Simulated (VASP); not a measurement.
A run of VASP 6.6.1:

INCAR

```
SYSTEM = Al24O35
PREC     = Accurate       ! precision mode
ENCUT    = 520            ! plane-wave cutoff, eV
EDIFF    = 1E-6           ! SCF threshold, eV
ISMEAR   = 0              ! smearing method
SIGMA    = 0.01           ! smearing width, eV
LREAL    = Auto         
LASPH    = .True.         ! aspherical terms in the spheres
NELM     = 60             ! most SCF steps
ALGO     = Normal         ! electronic algorithm
ISIF     = 2              ! what is computed and relaxed
LWAVE    = .False.        ! write WAVECAR
LCHARG   = .False.        ! write CHGCAR
GGA      = PE             ! functional
IBRION   = 2              ! ionic algorithm
NSW      = 80             ! ionic steps
EDIFFG   = -0.025         ! ionic threshold
LUSENCCL = .False.
```

Contents of KPOINTS:

```
Automatic mesh
0
Gamma
  2 2 2
  0.5 0.5 0.5
```

POSCAR

```
Al24O35
1.0
    0.0000000000      8.3289290079      0.0000000000
    7.2130641072     -1.3881548346     -4.3744984180
   -7.2130641072     -1.3881548346     -4.3744984180
Al O
24 35
Direct
    0.8239273240      0.8051153053      0.1384486386
    0.3239273240      0.6384486386      0.3051153053
    0.8194717619      0.1425609828      0.8105834136
    0.3239273240      0.9717819719      0.9717819719
    0.8239273240      0.4717819719      0.4717819719
    0.3239273240      0.3051153053      0.6384486386
    0.9260726760      0.1115513614      0.4448846947
    0.4260726760      0.9448846947      0.6115513614
    0.9183980813      0.4435886633      0.1112265219
    0.4260726760      0.2782180281      0.2782180281
    0.9260726760      0.7782180281      0.7782180281
    0.4260726760      0.6115513614      0.9448846947
    0.6748372462      0.3555083545      0.6926463557
    0.1760726760      0.1948846947      0.8615513614
    0.6760726760      0.6948846947      0.3615513614
    0.1760726760      0.5282180281      0.5282180281
    0.6760726760      0.0282180281      0.0282180281
    0.1760726760      0.8615513614      0.1948846947
    0.5739273240      0.0551153053      0.3884486386
    0.0739273240      0.8884486386      0.5551153053
    0.5739273240      0.3884486386      0.0551153053
    0.0739273240      0.2217819719      0.2217819719
    0.5739273240      0.7217819719      0.7217819719
    0.0697663748      0.5477684419      0.8767136893
    0.3750000000      0.2270571718      0.0229428282
    0.8750000000      0.7270571718      0.5229428282
    0.3750000000      0.5603905051      0.6896094949
    0.8750000000      0.0603905051      0.1896094949
    0.3750000000      0.8937238385      0.3562761615
    0.5280857577      0.4073047474      0.8426952526
    0.0280857577      0.2406380808      0.0093619192
    0.5280857577      0.7406380808      0.5093619192
    0.0280857577      0.5739714141      0.6760285859
    0.5280857577      0.0739714141      0.1760285859
    0.0280857577      0.9073047474      0.3426952526
    0.7219142423      0.5739714141      0.6760285859
    0.2219142423      0.4073047474      0.8426952526
    0.7219142423      0.9073047474      0.3426952526
    0.2219142423      0.7406380808      0.5093619192
    0.7219142423      0.2406380808      0.0093619192
    0.2219142423      0.0739714141      0.1760285859
    0.6250000000      0.7729428282      0.9770571718
    0.1250000000      0.6062761615      0.1437238385
    0.6250000000      0.1062761615      0.6437238385
    0.1250000000      0.9396094949      0.8103905051
    0.6250000000      0.4396094949      0.3103905051
    0.1250000000      0.2729428282      0.4770571718
    0.9719142423      0.7593619192      0.9906380808
    0.4719142423      0.5926952526      0.1573047474
    0.9719142423      0.0926952526      0.6573047474
    0.4719142423      0.9260285859      0.8239714141
    0.9719142423      0.4260285859      0.3239714141
    0.4719142423      0.2593619192      0.4906380808
    0.7780857577      0.5926952526      0.1573047474
    0.2780857577      0.4260285859      0.3239714141
    0.7780857577      0.9260285859      0.8239714141
    0.2780857577      0.7593619192      0.9906380808
    0.7780857577      0.2593619192      0.4906380808
    0.2780857577      0.0926952526      0.6573047474
```

Potentials or basis: VASP PAW PBE potentials, release 64 (Al, O).

Run with:

```bash
$ cat potpaw_PBE.64/Al/POTCAR potpaw_PBE.64/O/POTCAR > POTCAR
$ mpirun -np 1 vasp_std > vasp.out
```

Hardware: 1 × NVIDIA H100 80GB with 1 thread of AMD EPYC 7R13 Processor (Zen 3), with other jobs on the host.

Task: How long does it take, and how much memory?

Result: Wall time 8.5 min on 1 × NVIDIA H100 80GB with 1 thread of AMD EPYC 7R13 Processor (Zen 3) (shared host), peak memory 1.6 GiB. Counts: scf iterations 102, k points 4, ion steps 12.
